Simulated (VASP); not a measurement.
# SnO2 (C2/m) in VASP: notebook

Runs on SnO2. Level: r2SCAN. Tasks: single point.

Program: VASP 6.6.1. These are calculated values, not measurements. Logs are shortened: lines on timing, memory, paths and dates and some standing lists are left out, and cuts for length are marked.

### 1 The cell of the first run

It takes space group C2/m (No. 12, monoclinic). The conventional cell has a = 5.782 Å, b = 3.081 Å, c = 4.762 Å, α = 90.00°, β = 113.87°, γ = 90.00°. Within 2.7 Å of Sn (site symmetry 2/m) lie 6 O at 2.06 to 2.16 Å. Within 2.8 Å of O (site symmetry m) lie 3 Sn at 2.06 to 2.16 Å and 3 O at 2.66 to 2.74 Å.

### 2 Single point, r2SCAN (strain -0.0400 x Voigt [1, -1, 0, 0, 0, 0])

POSCAR

```
SnO2
1.0
    1.5406276265      0.9636052561      4.3549526356
   -1.5406276265      0.9636052561      4.3549526356
    0.0000000000     -1.9272105122      4.3549526356
Sn O
1 2
Direct
    0.5000000000      0.5000000000      0.5000000000
    0.2412464623      0.2412464623      0.2412464623
    0.7587535377      0.7587535377      0.7587535377
```

INCAR.step1

```
SYSTEM = SnO2
  PREC = Accurate
  ENCUT = 520
  ISMEAR = 0
  SIGMA = 0.05
  LREAL = .False.
  LASPH = .True.
  NELM = 60
  NBANDS = 20
  GGA = PE
  ALGO = Normal
  EDIFF = 1E-4
  LWAVE = .True.
  LCHARG = .False.
```

INCAR.step2

```
SYSTEM = SnO2
  PREC = Accurate
  ENCUT = 520
  EDIFF = 1E-7
  ISMEAR = 0
  SIGMA = 0.05
  LREAL = .False.
  LASPH = .True.
  NELM = 60
  ALGO = Normal
  ISIF = 2
  LWAVE = .False.
  LCHARG = .True.
  METAGGA = R2SCAN
  LMIXTAU = .True.
  LELF = .True.
  LVHAR = .True.
  NBANDS = 20
  ISTART = 1
```

KPOINTS

```
regular mesh
0
Gamma
  12 12 12
  0 0 0
```

Potentials or basis: VASP PAW PBE potentials, release 64 (Sn_d, O).

The run is started by

```sh
$ cat potpaw_PBE.64/Sn_d/POTCAR potpaw_PBE.64/O/POTCAR > POTCAR
$ cp INCAR.step1 INCAR
$ mpirun -np 1 vasp_std > vasp.out
$ cp INCAR.step2 INCAR
$ mpirun -np 1 vasp_std > vasp.out
```

OUTCAR:

```text
SYSTEM = SnO2
   PREC = Accurate
   ENCUT = 520
   EDIFF = 1E-7
   ISMEAR = 0
   LREAL = .False.
   LASPH = .True.
   NELM = 60
   ISIF = 2
   METAGGA = R2SCAN
   ISTART = 1

 ion  position               nearest neighbor table
   1  0.500  0.500  0.500-   2 2.06   2 2.06   3 2.06   3 2.06   2 2.16   3 2.16
   2  0.241  0.241  0.241-   1 2.06   1 2.06   1 2.16
   3  0.759  0.759  0.759-   1 2.06   1 2.06   1 2.16

  LATTYP: Found a base centered monoclinic cell.
 ALAT       =     5.7816315366
 B/A-ratio  =     0.5329387100
 C/A-ratio  =     0.8236993966
 COS(beta)  =    -0.4046783750

  Lattice vectors:

 A1 = (   1.5406276265,   2.8908157683,   0.0000000000)
 A2 = (  -1.5406276265,   2.8908157683,   0.0000000000)
 A3 = (   0.0000000000,  -1.9272105122,   4.3549526356)

Analysis of symmetry for initial positions (statically):
=====================================================================
 Subroutine PRICEL returns:
 Original cell was already a primitive cell.

 Routine SETGRP: Setting up the symmetry group for a
 base centered monoclinic supercell.

 Subroutine GETGRP returns: Found  4 space group operations
 (whereof  4 operations were pure point group operations)
 out of a pool of  4 trial point group operations.

The static configuration has the point symmetry C_2h.

Analysis of symmetry for dynamics (positions and initial velocities):
=====================================================================
 Subroutine PRICEL returns:
 Original cell was already a primitive cell.

 Routine SETGRP: Setting up the symmetry group for a
 base centered monoclinic supercell.

 Subroutine GETGRP returns: Found  4 space group operations
 (whereof  4 operations were pure point group operations)
 out of a pool of  4 trial point group operations.

The dynamic configuration has the point symmetry C_2h.

 Subroutine INISYM returns: Found  4 space group operations
 (whereof  4 operations are pure point group operations),
 and found     1 'primitive' translations

----------------------------------------------------------------------------------------

                                     Primitive cell

  volume of cell :      38.7910

  direct lattice vectors                    reciprocal lattice vectors
     1.540627627  0.963605256  4.354952636     0.324543057  0.172961558  0.076541207
    -1.540627627  0.963605256  4.354952636    -0.324543057  0.172961558  0.076541207
     0.000000000 -1.927210512  4.354952636     0.000000000 -0.345923117  0.076541207

  length of vectors
     4.718864379  4.718864379  4.762326408     0.375636065  0.375636065  0.354289936

  position of ions in fractional coordinates (direct lattice)
     0.500000000  0.500000000  0.500000000
     0.241246462  0.241246462  0.241246462
     0.758753538  0.758753538  0.758753538

  ion indices of the primitive-cell ions
   primitive index   ion index
                 1           1
                 2           2
                 3           3

----------------------------------------------------------------------------------------

 KPOINTS: regular mesh

Automatic generation of k-mesh.
 Grid dimensions read from file:
 generate k-points for:   12   12   12

 Generating k-lattice:

  Cartesian coordinates                     Fractional coordinates (reciprocal lattice)
     0.027045255  0.014413463  0.006378434     0.083333333 -0.000000000  0.000000000
    -0.027045255  0.014413463  0.006378434    -0.000000000  0.083333333  0.000000000
     0.000000000 -0.028826926  0.006378434     0.000000000  0.000000000  0.083333333

  Length of vectors
     0.031303005  0.031303005  0.029524161

  Shift w.r.t. Gamma in fractional coordinates (k-lattice)
     0.000000000  0.000000000  0.000000000

 Subroutine IBZKPT returns following result:
 ===========================================

 Found    476 irreducible k-points:

 Following reciprocal coordinates:
            Coordinates               Weight
  0.000000  0.000000  0.000000      1.000000
  0.083333 -0.000000 -0.000000      4.000000
  0.166667 -0.000000 -0.000000      4.000000
  0.250000 -0.000000  0.000000      4.000000
  0.333333 -0.000000  0.000000      4.000000
  0.416667 -0.000000 -0.000000      4.000000
[... 16 lines left out ...]
  0.500000  0.166667 -0.000000      4.000000
 -0.416667  0.166667 -0.000000      4.000000
 [... further k-points ...]
   k-points           NKPTS =    476   k-points in BZ     NKDIM =    476   number of bands    NBANDS=     20
   number of dos      NEDOS =    301   number of ions     NIONS =      3
   total plane-waves  NPLWV =  46656
   dimension x,y,z NGX =    36 NGY =   36 NGZ =   36
   dimension x,y,z NGXF=    72 NGYF=   72 NGZF=   72
   ions per type =               1   2
   NGX,Y,Z   is equivalent  to a cutoff of  12.68, 12.68, 12.57 a.u.
   NGXF,Y,Z  is equivalent  to a cutoff of  25.37, 25.37, 25.13 a.u.
 SYSTEM =  SnO2
   PREC   = accura    normal or accurate (medium, high low for compatibility)
   ISTART =      1    job   : 0-new  1-cont  2-samecut
   ICHARG =      0    charge: 1-file 2-atom 10-const
   ISPIN  =      1    spin polarized calculation?
   LNONCOLLINEAR =      F non collinear calculations
   LSORBIT =      F    spin-orbit coupling
   LASPH  =      T    aspherical Exc in radial PAW
   ENCUT  =  520.0 eV  38.22 Ry    6.18 a.u.   8.77  8.77  8.85*2*pi/ulx,y,z
   NELM   =     60;   NELMIN=  2; NELMDL=  0     # of ELM steps
   EDIFF  = 0.1E-06   stopping-criterion for ELM
   LREAL  =      F    real-space projection
   EDIFFG = 0.1E-05   stopping-criterion for IOM
   NSW    =      0    number of steps for IOM
   IBRION =     -1    ionic relax: 0-MD 1-quasi-New 2-CG
   NFREE  =      0    steps in history (QN), initial steepest desc. (CG)
   ISIF   =      2    stress and relaxation
   ISYM   =      2    0-nonsym 1-usesym 2-fastsym
   POTIM  = 0.5000    time-step for ionic-motion
   TEBEG  =    0.0;   TEEND  =   0.0 temperature during run
   PSTRESS=    0.0 pullay stress
   NELECT =      26.0000    total number of electrons
   NUPDOWN=      -1.0000    fix difference up-down
   EMIN   =  10.00;   EMAX   =-10.00  energy-range for DOS
   EFERMI =   0.00;   METHOD = LEGACY
   ISMEAR =     0;   SIGMA  =   0.05  broadening in eV -4-tet -1-fermi 0-gaus
   EFERMI_NEDOS =   21; number of points for ismear=-14 and -15
   IALGO  =     38    algorithm
   IMIX   =      4    mixing-type and parameters
     AMIX     =   0.40;   BMIX     =  1.00
     AMIX_MAG =   1.60;   BMIX_MAG =  1.00
  volume/ion in A,a.u.               =      12.93        87.26
  Fermi-wavevector in a.u.,A,eV,Ry     =   1.432701  2.707412 27.927740  2.052631
  Thomas-Fermi vector in A             =   2.552299
   LORBIT       =      0    0 simple, 1 ext, 2 COOP (PROOUT), +10 PAW based schemes
   METAGGA = R2SCAN    functional components
   LHFCALC =     F    Hartree Fock is set to
   AEXX    =    0.0000 exact exchange contribution
   IVDW    =     0    specifies the selected vdW correction
   LEPSILON=     F    determine dielectric tensor
   LRPA    =     F    only Hartree local field effects (RPA)
 non-spin polarized calculation
 Gauss-broadening in eV      SIGMA  =   0.05
  energy-cutoff  :      520.00
  volume of cell :       38.79
 maximum number of plane-waves:      1060
   NGX = 17   NGY = 17   NGZ = 17

 number of electron      25.9999999 magnetization

 Free energy of the ion-electron system (eV)
  ---------------------------------------------------
  ext. energy  EPLUGINS =         0.00000000
  ---------------------------------------------------
  free energy    TOTEN  =       -41.57908285 eV

  energy without entropy =      -41.57908285  energy(sigma->0) =      -41.57908285

 E-fermi :   4.7595     XC(G=0): -11.4614

 val. band max:        4.5246458138   @ k =   0.5000   0.5000   0.0000
 cond. band min:       6.8072037506   @ k =   0.0000   0.0000   0.0000
 fundamental gap:      2.2825579367
 Fermi energy:         4.7595373591

 k-point     1 :       0.0000    0.0000    0.0000
  band No.  band energies     occupation
      1     -16.5095      2.00000
      2     -16.0633      2.00000
      3     -16.0006      2.00000
      4     -15.8082      2.00000
      5     -15.7868      2.00000
      6     -14.7282      2.00000
[... 12 lines left out ...]
     19      21.8015      0.00000
     20      23.0313      0.00000

 k-point     2 :       0.0833   -0.0000   -0.0000
  band No.  band energies     occupation
      1     -16.4537      2.00000
      2     -16.1198      2.00000
      3     -16.0306      2.00000
      4     -15.8206      2.00000
      5     -15.7867      2.00000
      6     -14.6986      2.00000
[... 12 lines left out ...]
     19      21.1591      0.00000
     20      22.2271      0.00000

 k-point     3 :       0.1667   -0.0000   -0.0000
  band No.  band energies     occupation
      1     -16.3771      2.00000
      2     -16.3045      2.00000
      3     -15.9943      2.00000
      4     -15.8441      2.00000
      5     -15.7792      2.00000
      6     -14.5869      2.00000
[... 12 lines left out ...]
     19      19.9059      0.00000
     20      22.2636      0.00000

 k-point     4 :       0.2500   -0.0000    0.0000
  band No.  band energies     occupation
      1     -16.6771      2.00000
      2     -16.1281      2.00000
      3     -15.9577      2.00000
      4     -15.8606      2.00000
      5     -15.7527      2.00000
      6     -14.3695      2.00000
[... 429 lines left out ...]
 k-point    23 :       0.5000    0.1667   -0.0000
  band No.  band energies     occupation
      1     -16.9668      2.00000
      2     -16.2627      2.00000
      3     -15.9235      2.00000
      4     -15.7782      2.00000
      5     -15.7225      2.00000
      6     -13.2971      2.00000
[... 12 lines left out ...]
     19      19.5687      0.00000
     20      20.3316      0.00000

 k-point    24 :      -0.4167    0.1667   -0.0000
  band No.  band energies     occupation
      1     -17.0542      2.00000
      2     -16.1980      2.00000
      3     -15.9369      2.00000
      4     -15.7814      2.00000
      5     -15.6905      2.00000
      6     -13.1949      2.00000
[... 12 lines left out ...]
     19      19.0860      0.00000
     20      20.1399      0.00000

 [... further k-points ...]

------------------------ aborting loop because EDIFF is reached ----------------------------------------

  FORCE on cell =-STRESS in cart. coord.  units (eV):
  Direction    XX          YY          ZZ          XY          YZ          ZX
  --------------------------------------------------------------------------------------
  -------------------------------------------------------------------------------------
  Total        3.1417483     -1.6640370      0.2303379      0.0000000     -0.0701657      0.0000000
  in kB      129.7628703    -68.7293178      9.5135891      0.0000000     -2.8980385      0.0000000
  external PRESSURE =      23.5157139 kB  Pullay stress =       0.0000000 kB

 VOLUME and BASIS-vectors are now :
 -----------------------------------------------------------------------------
  energy-cutoff  :      520.00
  volume of cell :       38.79
      direct lattice vectors                 reciprocal lattice vectors
     1.540627627  0.963605256  4.354952636     0.324543057  0.172961558  0.076541207
    -1.540627627  0.963605256  4.354952636    -0.324543057  0.172961558  0.076541207
     0.000000000 -1.927210512  4.354952636     0.000000000 -0.345923117  0.076541207

 POSITION                                       TOTAL-FORCE (eV/Angst)
 -----------------------------------------------------------------------------------
      0.00000      0.00000      6.53243         0.000000      0.000000     -0.000000
      0.00000      0.00000      3.15185        -0.000000      0.076240      0.142040
      0.00000      0.00000      9.91301        -0.000000     -0.076240     -0.142040
 -----------------------------------------------------------------------------------
    total drift:                               -0.000000     -0.000000     -0.000000

  FREE ENERGIE OF THE ION-ELECTRON SYSTEM (eV)
  ---------------------------------------------------
  free  energy   TOTEN  =       -41.5790828503 eV

  energy  without entropy=      -41.5790828503  energy(sigma->0) =      -41.57908285
```

Run time: 27 min. Hardware: 1 thread of Intel Xeon Platinum 8488C (Sapphire Rapids), shared host; peak memory 0.47 GiB.

What came out:

```yaml
Free_energy: -41.5791 eV
Pressure: 2.4 GPa
Largest_force: 0.161 eV/Å
Band_gap_on_the_k_mesh: 2.28 eV (least direct gap 2.44 eV)
```

Forces on the atoms (eV/Å):
```
Sn   0.000  0.000  0.000
O    0.000  0.076  0.142
O    0.000 -0.076 -0.142
```

Caveat: the cell differs from its parent crystal (strain -0.0400 x Voigt [1, -1, 0, 0, 0, 0]); the stress differs along the axes, from -7 to 13 GPa; the PAW data sets were made with another functional, which shifts forces and pressure a little; spin-orbit coupling is left out, which moves the levels of the heavy elements. A k mesh can miss the band edges.

### 3 Single point, r2SCAN (strain +0.0300 x Voigt [1, -1, 0, 0, 0, 0])

POSCAR

```
SnO2
1.0
    1.6529650576      0.8987472100      4.3549526356
   -1.6529650576      0.8987472100      4.3549526356
    0.0000000000     -1.7974944200      4.3549526356
Sn O
1 2
Direct
    0.5000000000      0.5000000000      0.5000000000
    0.2412464623      0.2412464623      0.2412464623
    0.7587535377      0.7587535377      0.7587535377
```

INCAR.step1

```
SYSTEM = SnO2
PREC = Accurate ; ENCUT = 520
ISMEAR = 0 ; SIGMA = 0.05
LREAL = .False. ; LASPH = .True.
NELM = 60 ; NBANDS = 20
GGA = PE ; ALGO = Normal
EDIFF = 1E-4 ; LWAVE = .True.
LCHARG = .False.
```

INCAR.step2

```
SYSTEM = SnO2
PREC = Accurate ; ENCUT = 520
EDIFF = 1E-7 ; ISMEAR = 0
SIGMA = 0.05 ; LREAL = .False.
LASPH = .True. ; NELM = 60
ALGO = Normal ; ISIF = 2
LWAVE = .False. ; LCHARG = .True.
METAGGA = R2SCAN ; LMIXTAU = .True.
LELF = .True. ; LVHAR = .True.
NBANDS = 20 ; ISTART = 1
```

KPOINTS is that of step 2.

Potentials or basis: VASP PAW PBE potentials, release 64 (Sn_d, O).

The run is started by

```sh
$ cat potpaw_PBE.64/Sn_d/POTCAR potpaw_PBE.64/O/POTCAR > POTCAR
$ cp INCAR.step1 INCAR
$ mpirun -np 1 vasp_std > vasp.out
$ cp INCAR.step2 INCAR
$ mpirun -np 1 vasp_std > vasp.out
```

Run time: 29 min. Hardware: 1 thread of Intel Xeon Platinum 8488C (Sapphire Rapids), shared host; peak memory 0.48 GiB.

Results (log left out):

```
Free energy            : -41.6229 eV
Pressure               : 1.9 GPa
Largest force          : 0.190 eV/Å
Band gap on the k mesh : 2.38 eV (least direct gap 2.45 eV)
```

Forces on the atoms (eV/Å):
```
Sn   0.000  0.000  0.000
O    0.000 -0.143  0.124
O    0.000  0.143 -0.124
```

Stress tensor (GPa, compression positive):
```
-4.74  0.00  0.00
 0.00  9.51 -0.47
 0.00 -0.47  0.78
```

Levels at points of the mesh, in eV from the valence-band top:
| k point | band 10 | band 11 | band 12 | band 13 | band 14 | band 15 | band 16 | band 17 |
| --- | --- | --- | --- | --- | --- | --- | --- | --- |
| (0.00, 0.00, 0.00) | -1.50 | -1.31 | -1.11 | -0.07 | 2.38 | 6.31 | 11.42 | 12.58 |
| (0.50, 0.00, 0.00) | -3.18 | -1.85 | -0.99 | -0.77 | 6.40 | 9.00 | 10.61 | 13.46 |
| (0.50, 0.50, 0.00) | -3.85 | -1.07 | -0.68 | -0.21 | 5.57 | 7.31 | 12.17 | 12.45 |
| (0.00, 0.00, 0.50) | -3.61 | -1.81 | -1.03 | -1.02 | 6.16 | 8.31 | 11.32 | 13.62 |
| (0.50, 0.00, 0.50) | -3.39 | -1.23 | -0.46 | 0.00 | 5.94 | 7.89 | 11.79 | 11.82 |
| (0.50, 0.50, 0.50) | -1.75 | -1.53 | -1.19 | -0.98 | 4.15 | 6.51 | 11.84 | 12.91 |

Caveat: the cell differs from its parent crystal (strain +0.0300 x Voigt [1, -1, 0, 0, 0, 0]); the stress differs along the axes, from -5 to 10 GPa; the PAW data sets were made with another functional, which shifts forces and pressure a little; spin-orbit coupling is left out, which moves the levels of the heavy elements. A k mesh can miss the band edges.
